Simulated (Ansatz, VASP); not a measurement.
## ZrN in VASP and in Ansatz

```xyz
2
Lattice="0.0000 2.3269 2.3269 2.3269 0.0000 2.3269 2.3269 2.3269 0.0000" Properties=species:S:1:pos:R:3 pbc="T T T"
Zr    2.3269    2.3269    2.3269
N     0.0000    0.0000    0.0000
```

Alike in both runs: task single point; functional RPBE; k mesh 8 × 8 × 8; occupations gaussian, width 0.05 eV; no spin polarisation.

|  | VASP | Ansatz |
| --- | --- | --- |
| version | VASP 6.6.1 | Ansatz 0.2.0 |
| potentials or method | VASP PAW PBE potentials, release 64 (Zr_sv, N), cutoff 600 eV | scalar-relativistic, plane waves, PAW |
| valence electrons in the cell | 17 | 17 |

```csv
,VASP,Ansatz,Ansatz less VASP
gap on the k mesh at the Fermi level (eV),none,none,-
pressure (GPa),-4.8,-4.9,-0.13
```

VASP's potentials were made for PBE, not for RPBE. A gap of «none» marks a metal or a gap that the smearing closes. With one functional, cell and mesh, what is left measures potentials, basis and numerics.
